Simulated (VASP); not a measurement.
# CuO (Cccm) in VASP: notebook

CuO is run at these levels: PBE; tasks: single point, relaxation of cell and atoms.

Program: VASP 6.6.1. These are calculated values, not measurements. Logs are shortened: lines on timing, memory, paths and dates and some standing lists are left out, and cuts for length are marked.

### Step 1. The cell of the first run

It takes space group Cccm (No. 66, orthorhombic). The conventional cell has a = 4.143 Å, b = 4.155 Å, c = 5.254 Å, α = 90.00°, β = 90.00°, γ = 90.00°. Within 2.6 Å of Cu (site symmetry 2/m) lie 4 O at 1.97 Å. O (site symmetry 222) has 4 Cu at 1.97 Å and 2 O at 2.63 Å within 2.7 Å.

### Step 2. Single point, PBE (uniaxial strain along c: +2.0 %)

Contents of INCAR:

```
PREC = Accurate ; ENCUT = 520
EDIFF = 1E-7 ; ISMEAR = 0
SIGMA = 0.1 ; LREAL = F
LASPH = T ; NELM = 100
ALGO = Normal ; ISIF = 2
LWAVE = F ; LCHARG = F
GGA = PE ; NBANDS = 44
```

Contents of KPOINTS:

```
regular mesh
0
Gamma
  8 8 8
```

Contents of POSCAR:

```
CuO
1.0
    4.1434778813      0.0000000000      0.0000000000
    0.0000000000      4.1550054436      0.0000000000
    0.0000000000      0.0000000000      5.2542873508
Cu O
4 4
Direct
    0.2500000000      0.2500000000      0.5000000000
    0.2500000000      0.7500000000      0.0000000000
    0.7500000000      0.7500000000      0.5000000000
    0.7500000000      0.2500000000      0.0000000000
    0.5000000000      0.0000000000      0.7500000000
    0.5000000000      0.0000000000      0.2500000000
    0.0000000000      0.5000000000      0.7500000000
    0.0000000000      0.5000000000      0.2500000000
```

Potentials or basis: VASP PAW PBE potentials, release 64 (Cu, O).

Command:

```sh
cat potpaw_PBE.64/Cu/POTCAR potpaw_PBE.64/O/POTCAR > POTCAR
mpirun -np 1 vasp_std > vasp.out
```

OUTCAR:

```text
PREC = Accurate
   ENCUT = 520
   EDIFF = 1E-7
   ISMEAR = 0
   LREAL = F
   LASPH = T
   NELM = 100
   ISIF = 2
   GGA = PE

 ion  position               nearest neighbor table
   1  0.250  0.250  0.500-   5 1.97   6 1.97   7 1.97   8 1.97
   2  0.250  0.750  0.000-   5 1.97   6 1.97   7 1.97   8 1.97
   3  0.750  0.750  0.500-   5 1.97   6 1.97   7 1.97   8 1.97
   4  0.750  0.250  0.000-   5 1.97   6 1.97   7 1.97   8 1.97
   5  0.500  0.000  0.750-   1 1.97   2 1.97   3 1.97   4 1.97
   6  0.500  0.000  0.250-   1 1.97   2 1.97   3 1.97   4 1.97
   7  0.000  0.500  0.750-   1 1.97   2 1.97   3 1.97   4 1.97
   8  0.000  0.500  0.250-   1 1.97   2 1.97   3 1.97   4 1.97

  LATTYP: Found a simple orthorhombic cell.
 ALAT       =     4.1434778813
 B/A-ratio  =     1.0027820982
 C/A-ratio  =     1.2680862554

  Lattice vectors:

 A1 = (   4.1434778813,   0.0000000000,   0.0000000000)
 A2 = (   0.0000000000,   4.1550054436,   0.0000000000)
 A3 = (   0.0000000000,   0.0000000000,   5.2542873508)

Analysis of symmetry for initial positions (statically):
=====================================================================
 Subroutine PRICEL returns following result:

  LATTYP: Found a base centered orthorhombic cell.
 ALAT       =     4.1434778813
 B/A-ratio  =     1.0027820982
 C/A-ratio  =     1.2680862554

  Lattice vectors:

 A1 = (   2.0717389406,  -2.0775027218,   0.0000000000)
 A2 = (   2.0717389406,   2.0775027218,   0.0000000000)
 A3 = (   0.0000000000,   0.0000000000,   5.2542873508)

   2 primitive cells build up your supercell.

 Routine SETGRP: Setting up the symmetry group for a
 simple orthorhombic supercell.

 Subroutine GETGRP returns: Found  8 space group operations
 (whereof  4 operations were pure point group operations)
 out of a pool of  8 trial point group operations.

The static configuration has the point symmetry C_2h.
 The point group associated with its full space group is D_2h.

Analysis of symmetry for dynamics (positions and initial velocities):
=====================================================================
 Subroutine PRICEL returns following result:

  LATTYP: Found a base centered orthorhombic cell.
 ALAT       =     4.1434778813
 B/A-ratio  =     1.0027820982
 C/A-ratio  =     1.2680862554

  Lattice vectors:

 A1 = (   2.0717389406,  -2.0775027218,   0.0000000000)
 A2 = (   2.0717389406,   2.0775027218,   0.0000000000)
 A3 = (   0.0000000000,   0.0000000000,   5.2542873508)

   2 primitive cells build up your supercell.

 Routine SETGRP: Setting up the symmetry group for a
 simple orthorhombic supercell.

 Subroutine GETGRP returns: Found  8 space group operations
 (whereof  4 operations were pure point group operations)
 out of a pool of  8 trial point group operations.

The dynamic configuration has the point symmetry C_2h.
 The point group associated with its full space group is D_2h.

 Subroutine INISYM returns: Found  8 space group operations
 (whereof  4 operations are pure point group operations),
 and found     2 'primitive' translations

----------------------------------------------------------------------------------------

                                     Primitive cell

  volume of cell :      45.2294

  direct lattice vectors                    reciprocal lattice vectors
     2.071738941 -2.077502722  0.000000000     0.241343149 -0.240673572  0.000000000
     2.071738941  2.077502722  0.000000000     0.241343149  0.240673572  0.000000000
     0.000000000  0.000000000  5.254287351     0.000000000  0.000000000  0.190320767

  length of vectors
     2.933959747  2.933959747  5.254287351     0.340837621  0.340837621  0.190320767

  position of ions in fractional coordinates (direct lattice)
     0.000000000  0.500000000  0.500000000
     0.500000000  1.000000000  0.000000000
     0.500000000  0.500000000  0.750000000
     0.500000000  0.500000000  0.250000000

  ion indices of the primitive-cell ions
   primitive index   ion index
                 1           1
                 2           2
                 3           5
                 4           6

----------------------------------------------------------------------------------------

 KPOINTS: regular mesh

Automatic generation of k-mesh.
 Grid dimensions read from file:
 generate k-points for:    8    8    8

 Generating k-lattice:

  Cartesian coordinates                     Fractional coordinates (reciprocal lattice)
     0.030167894  0.000000000  0.000000000     0.125000000  0.000000000  0.000000000
     0.000000000  0.030084196  0.000000000     0.000000000  0.125000000  0.000000000
     0.000000000  0.000000000  0.023790096     0.000000000  0.000000000  0.125000000

  Length of vectors
     0.030167894  0.030084196  0.023790096

  Shift w.r.t. Gamma in fractional coordinates (k-lattice)
     0.000000000  0.000000000  0.000000000

 Subroutine IBZKPT returns following result:
 ===========================================

 Found    125 irreducible k-points:

 Following reciprocal coordinates:
            Coordinates               Weight
  0.000000  0.000000  0.000000      1.000000
  0.125000  0.000000  0.000000      2.000000
  0.250000  0.000000  0.000000      2.000000
  0.375000  0.000000  0.000000      2.000000
  0.500000  0.000000  0.000000      1.000000
  0.000000  0.125000  0.000000      2.000000
[... 16 lines left out ...]
  0.250000  0.500000  0.000000      2.000000
  0.375000  0.500000  0.000000      2.000000
 [... further k-points ...]
   k-points           NKPTS =    125   k-points in BZ     NKDIM =    125   number of bands    NBANDS=     44
   number of dos      NEDOS =    301   number of ions     NIONS =      8
   total plane-waves  NPLWV =  40960
   dimension x,y,z NGX =    32 NGY =   32 NGZ =   40
   dimension x,y,z NGXF=    64 NGYF=   64 NGZF=   80
   ions per type =               4   4
   NGX,Y,Z   is equivalent  to a cutoff of  12.84, 12.80, 12.66 a.u.
   NGXF,Y,Z  is equivalent  to a cutoff of  25.68, 25.61, 25.31 a.u.
 SYSTEM =  unknown system
   PREC   = accura    normal or accurate (medium, high low for compatibility)
   ISTART =      0    job   : 0-new  1-cont  2-samecut
   ICHARG =      2    charge: 1-file 2-atom 10-const
   ISPIN  =      1    spin polarized calculation?
   LNONCOLLINEAR =      F non collinear calculations
   LSORBIT =      F    spin-orbit coupling
   LASPH  =      T    aspherical Exc in radial PAW
   ENCUT  =  520.0 eV  38.22 Ry    6.18 a.u.   7.70  7.73  9.77*2*pi/ulx,y,z
   NELM   =    100;   NELMIN=  2; NELMDL= -5     # of ELM steps
   EDIFF  = 0.1E-06   stopping-criterion for ELM
   LREAL  =      F    real-space projection
   EDIFFG = 0.1E-05   stopping-criterion for IOM
   NSW    =      0    number of steps for IOM
   IBRION =     -1    ionic relax: 0-MD 1-quasi-New 2-CG
   NFREE  =      0    steps in history (QN), initial steepest desc. (CG)
   ISIF   =      2    stress and relaxation
   ISYM   =      2    0-nonsym 1-usesym 2-fastsym
   POTIM  = 0.5000    time-step for ionic-motion
   TEBEG  =    0.0;   TEEND  =   0.0 temperature during run
   PSTRESS=    0.0 pullay stress
   NELECT =      68.0000    total number of electrons
   NUPDOWN=      -1.0000    fix difference up-down
   EMIN   =  10.00;   EMAX   =-10.00  energy-range for DOS
   EFERMI =   0.00;   METHOD = LEGACY
   ISMEAR =     0;   SIGMA  =   0.10  broadening in eV -4-tet -1-fermi 0-gaus
   EFERMI_NEDOS =   21; number of points for ismear=-14 and -15
   IALGO  =     38    algorithm
   IMIX   =      4    mixing-type and parameters
     AMIX     =   0.40;   BMIX     =  1.00
     AMIX_MAG =   1.60;   BMIX_MAG =  1.00
  volume/ion in A,a.u.               =      11.31        76.31
  Fermi-wavevector in a.u.,A,eV,Ry     =   1.488542  2.812936 30.147193  2.215756
  Thomas-Fermi vector in A             =   2.601563
   LORBIT       =      0    0 simple, 1 ext, 2 COOP (PROOUT), +10 PAW based schemes
   GGA     = PE    functional components
   LHFCALC =     F    Hartree Fock is set to
   AEXX    =    0.0000 exact exchange contribution
   IVDW    =     0    specifies the selected vdW correction
   LEPSILON=     F    determine dielectric tensor
   LRPA    =     F    only Hartree local field effects (RPA)
 non-spin polarized calculation
 Gauss-broadening in eV      SIGMA  =   0.10
  energy-cutoff  :      520.00
  volume of cell :       90.46
 maximum number of plane-waves:      2453
 NGX is ok and might be reduce to    32
   NGX = 15   NGY = 15   NGZ = 19

 number of electron      68.0000032 magnetization

 Free energy of the ion-electron system (eV)
  ---------------------------------------------------
  ext. energy  EPLUGINS =         0.00000000
  ---------------------------------------------------
  free energy    TOTEN  =       -39.45445767 eV

  energy without entropy =      -39.43022913  energy(sigma->0) =      -39.44234340

 E-fermi :   4.6152     XC(G=0): -11.2113

 val. band max:        4.6097335308   @ k =   0.0000   0.2500   0.2500
 cond. band min:       4.6225199748   @ k =   0.1250   0.2500   0.3750
 fundamental gap:      0.0127864441
 Fermi energy:         4.6152253256

 k-point     1 :       0.0000    0.0000    0.0000
  band No.  band energies     occupation
      1     -14.9428      2.00000
      2     -13.8465      2.00000
      3     -13.7612      2.00000
      4     -13.4374      2.00000
      5      -3.2496      2.00000
      6      -1.7648      2.00000
[... 36 lines left out ...]
     43      14.3440      0.00000
     44      15.4181      0.00000

 k-point     2 :       0.1250    0.0000    0.0000
  band No.  band energies     occupation
      1     -14.9024      2.00000
      2     -13.8890      2.00000
      3     -13.7473      2.00000
      4     -13.4481      2.00000
      5      -3.1765      2.00000
      6      -1.7024      2.00000
[... 36 lines left out ...]
     43      15.1339      0.00000
     44      15.4278      0.00000

 k-point     3 :       0.2500    0.0000    0.0000
  band No.  band energies     occupation
      1     -14.7864      2.00000
      2     -14.0100      2.00000
      3     -13.7084      2.00000
      4     -13.4791      2.00000
      5      -2.9647      2.00000
      6      -1.5473      2.00000
[... 36 lines left out ...]
     43      14.9168      0.00000
     44      15.3309      0.00000

 k-point     4 :       0.3750    0.0000    0.0000
  band No.  band energies     occupation
      1     -14.6110      2.00000
      2     -14.1903      2.00000
      3     -13.6519      2.00000
      4     -13.5275      2.00000
      5      -2.6356      2.00000
      6      -1.7771      2.00000
[... 882 lines left out ...]
     43      14.0919      0.00000
     44      14.0919      0.00000

 k-point    23 :       0.2500    0.5000    0.0000
  band No.  band energies     occupation
      1     -14.3817      2.00000
      2     -14.3817      2.00000
      3     -13.5814      2.00000
      4     -13.5814      2.00000
      5      -2.1977      2.00000
      6      -2.1977      2.00000
[... 36 lines left out ...]
     43      14.4926      0.00000
     44      14.4926      0.00000

 k-point    24 :       0.3750    0.5000    0.0000
  band No.  band energies     occupation
      1     -14.3671      2.00000
      2     -14.3671      2.00000
      3     -13.5762      2.00000
      4     -13.5762      2.00000
      5      -2.1898      2.00000
      6      -2.1898      2.00000
[... 36 lines left out ...]
     43      15.0999      0.00000
     44      15.0999      0.00000

 [... further k-points ...]

------------------------ aborting loop because EDIFF is reached ----------------------------------------

  FORCE on cell =-STRESS in cart. coord.  units (eV):
  Direction    XX          YY          ZZ          XY          YZ          ZX
  --------------------------------------------------------------------------------------
  -------------------------------------------------------------------------------------
  Total       -0.2402635     -0.2624026     -2.4612259      0.0000000      0.0000000      0.0000000
  in kB       -4.2554744     -4.6475956    -43.5924840      0.0000000      0.0000000      0.0000000
  external PRESSURE =     -17.4985180 kB  Pullay stress =       0.0000000 kB

 VOLUME and BASIS-vectors are now :
 -----------------------------------------------------------------------------
  energy-cutoff  :      520.00
  volume of cell :       90.46
      direct lattice vectors                 reciprocal lattice vectors
     4.143477881  0.000000000  0.000000000     0.241343149  0.000000000  0.000000000
     0.000000000  4.155005444  0.000000000     0.000000000  0.240673572  0.000000000
     0.000000000  0.000000000  5.254287351     0.000000000  0.000000000  0.190320767

 POSITION                                       TOTAL-FORCE (eV/Angst)
 -----------------------------------------------------------------------------------
      1.03587      1.03875      2.62714        -0.000000      0.000000      0.000000
      1.03587      3.11625      0.00000         0.000000     -0.000000      0.000000
      3.10761      3.11625      2.62714         0.000000      0.000000     -0.000000
      3.10761      1.03875      0.00000         0.000000      0.000000      0.000000
      2.07174      0.00000      3.94072        -0.000000      0.000000     -0.000000
      2.07174      0.00000      1.31357         0.000000      0.000000      0.000000
      0.00000      2.07750      3.94072        -0.000000      0.000000     -0.000000
      0.00000      2.07750      1.31357         0.000000      0.000000     -0.000000
 -----------------------------------------------------------------------------------
    total drift:                                0.000000     -0.000000      0.000000

  FREE ENERGIE OF THE ION-ELECTRON SYSTEM (eV)
  ---------------------------------------------------
  free  energy   TOTEN  =       -39.4544576749 eV

  energy  without entropy=      -39.4302291284  energy(sigma->0) =      -39.44234340
```

Run time: 3.9 min. Hardware: 1 thread of Intel Xeon 6975P-C (Granite Rapids), shared host; peak memory 0.44 GiB.

What came out:

```yaml
Free_energy: -39.4545 eV
Pressure: -1.7 GPa
Band_gap_on_the_k_mesh: zero (bands 34 and 35 overlap by 1.09 eV)
```

Caveat: the cell differs from its parent crystal (uniaxial strain along c: +2.0 %); semilocal functionals often make such compounds metallic where correlation or magnetic order opens a gap, which also shifts bond lengths.

### Step 3. Single point, PBE (uniaxial strain along c: +4.0 %)

Contents of INCAR:

```
PREC = Accurate
ENCUT = 520
EDIFF = 1E-6
ISMEAR = 0
SIGMA = 0.1
LREAL = False
LASPH = True
NELM = 100
ALGO = Normal
ISIF = 2
LWAVE = False
LCHARG = False
GGA = PE
NBANDS = 44
```

KPOINTS is that of step 2.

POSCAR: that of step 2 with these lines changed.

```diff
@@ -2,5 +2,5 @@
 1.0
-    4.1434778813      0.0000000000      0.0000000000
-    0.0000000000      4.1550054436      0.0000000000
-    0.0000000000      0.0000000000      5.2542873508
+    4.1226563844      0.0000000000      0.0000000000
+    0.0000000000      4.1341260193      0.0000000000
+    0.0000000000      0.0000000000      5.3573125929
 Cu O
```

Potentials or basis: VASP PAW PBE potentials, release 64 (Cu, O).

Command:

```sh
cat potpaw_PBE.64/Cu/POTCAR potpaw_PBE.64/O/POTCAR > POTCAR
mpirun -np 1 vasp_std > vasp.out
```

OUTCAR:

```text
PREC = Accurate
   ENCUT = 520
   EDIFF = 1E-6
   ISMEAR = 0
   LREAL = False
   LASPH = True
   NELM = 100
   ISIF = 2
   GGA = PE

 ion  position               nearest neighbor table
   1  0.250  0.250  0.500-   5 1.98   6 1.98   7 1.98   8 1.98
   2  0.250  0.750  0.000-   5 1.98   6 1.98   7 1.98   8 1.98
   3  0.750  0.750  0.500-   5 1.98   6 1.98   7 1.98   8 1.98
   4  0.750  0.250  0.000-   5 1.98   6 1.98   7 1.98   8 1.98
[... 1363 lines left out ...]
  -------------------------------------------------------------------------------------
  Total       -0.8584054     -0.8807870     -5.4811011     -0.0000000      0.0000000      0.0000000
  in kB      -15.0624352    -15.4551648    -96.1768511     -0.0000000      0.0000000      0.0000000
  external PRESSURE =     -42.2314837 kB  Pullay stress =       0.0000000 kB

 VOLUME and BASIS-vectors are now :
 -----------------------------------------------------------------------------
  energy-cutoff  :      520.00
  volume of cell :       91.31
      direct lattice vectors                 reciprocal lattice vectors
     4.122656384  0.000000000  0.000000000     0.242562054  0.000000000  0.000000000
     0.000000000  4.134126019  0.000000000     0.000000000  0.241889095  0.000000000
     0.000000000  0.000000000  5.357312593     0.000000000  0.000000000  0.186660753

 POSITION                                       TOTAL-FORCE (eV/Angst)
 -----------------------------------------------------------------------------------
      1.03066      1.03353      2.67866         0.000000      0.000000      0.000000
      1.03066      3.10059      0.00000         0.000000      0.000000      0.000000
      3.09199      3.10059      2.67866         0.000000     -0.000000     -0.000000
      3.09199      1.03353      0.00000         0.000000     -0.000000      0.000000
      2.06133      0.00000      4.01798         0.000000      0.000000     -0.000000
      2.06133      0.00000      1.33933         0.000000      0.000000      0.000000
      0.00000      2.06706      4.01798        -0.000000      0.000000      0.000000
      0.00000      2.06706      1.33933        -0.000000      0.000000     -0.000000
 -----------------------------------------------------------------------------------
    total drift:                                0.000000     -0.000000      0.000000

  FREE ENERGIE OF THE ION-ELECTRON SYSTEM (eV)
  ---------------------------------------------------
  free  energy   TOTEN  =       -39.3847119023 eV

  energy  without entropy=      -39.3601648220  energy(sigma->0) =      -39.37243836
```

OSZICAR:

```text
N       E                     dE             d eps       ncg     rms          rms(c)
DAV:   1     0.788480519864E+03    0.78848E+03   -0.30893E+04 11120   0.237E+03
DAV:   2     0.109191538779E+03   -0.67929E+03   -0.63943E+03 11144   0.515E+02
DAV:   3    -0.397065609873E+02   -0.14890E+03   -0.14012E+03 14360   0.251E+02
DAV:   4    -0.519484780892E+02   -0.12242E+02   -0.11983E+02 16524   0.769E+01
DAV:   5    -0.521200285298E+02   -0.17155E+00   -0.17113E+00 15872   0.121E+01    0.252E+01
DAV:   6    -0.474683716961E+02    0.46517E+01   -0.10238E+02 16680   0.174E+02    0.203E+01
DAV:   7    -0.390189743633E+02    0.84494E+01   -0.24915E+01 14164   0.130E+02    0.397E+00
DAV:   8    -0.394540696657E+02   -0.43510E+00   -0.54773E+00 12440   0.120E+01    0.240E+00
DAV:   9    -0.394019479491E+02    0.52122E-01   -0.25676E-01 16856   0.793E+00    0.865E-01
DAV:  10    -0.393871720664E+02    0.14776E-01   -0.43980E-02 16652   0.280E+00    0.616E-01
DAV:  11    -0.393847351746E+02    0.24369E-02   -0.34954E-02 15792   0.124E+00    0.123E-01
DAV:  12    -0.393846546266E+02    0.80548E-04   -0.23506E-03 14508   0.503E-01    0.662E-02
DAV:  13    -0.393847572144E+02   -0.10259E-03   -0.96311E-04 15688   0.305E-01    0.407E-02
DAV:  14    -0.393847127304E+02    0.44484E-04   -0.14269E-04 14612   0.151E-01    0.117E-02
DAV:  15    -0.393847119023E+02    0.82815E-06   -0.51398E-06 13380   0.379E-02
   1 F= -.39384712E+02 E0= -.39372438E+02  d E =-.245471E-01
```

It took 3.2 min on 1 thread of Intel Xeon 6975P-C (Granite Rapids), shared host; peak memory 0.45 GiB.

Results:

```yaml
Free_energy: -39.3847 eV
Pressure: -4.2 GPa
Band_gap_on_the_k_mesh: zero (bands 34 and 35 overlap by 1.05 eV)
```

Stress tensor (GPa, compression positive):
```
-1.51  0.00  0.00
 0.00 -1.55  0.00
 0.00  0.00 -9.62
```

Caveat: the cell differs from its parent crystal (uniaxial strain along c: +4.0 %); the cell stands under tension; semilocal functionals often make such compounds metallic where correlation or magnetic order opens a gap, which also shifts bond lengths.

(Continued in part 2 of 2.)
